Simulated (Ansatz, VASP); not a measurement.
One calculation of Si, two programs

```
CELL_PARAMETERS angstrom
0.00000 2.71441 2.71441
2.71441 0.00000 2.71441
2.71441 2.71441 0.00000
ATOMIC_POSITIONS crystal
Si 0.50000 0.50000 0.50000
Si 0.75000 0.75000 0.75000
```

Alike in both runs: task single point; functional RPBE; k mesh 9 × 9 × 9; occupations fermi-dirac, width 0.05 eV; no spin polarisation.

```csv
,VASP,Ansatz
version,VASP 6.6.1,Ansatz 0.2.0
potentials or method,"VASP PAW PBE potentials, release 64 (Si), cutoff 520 eV","plane waves (420 eV) with PAW, scalar-relativistic"
valence electrons in the cell,8,8
```

|  | VASP | Ansatz | Ansatz less VASP |
| --- | --- | --- | --- |
| pressure (GPa) | 3.5 | 3.7 | +0.25 |

VASP's potentials were made for PBE, not for RPBE.
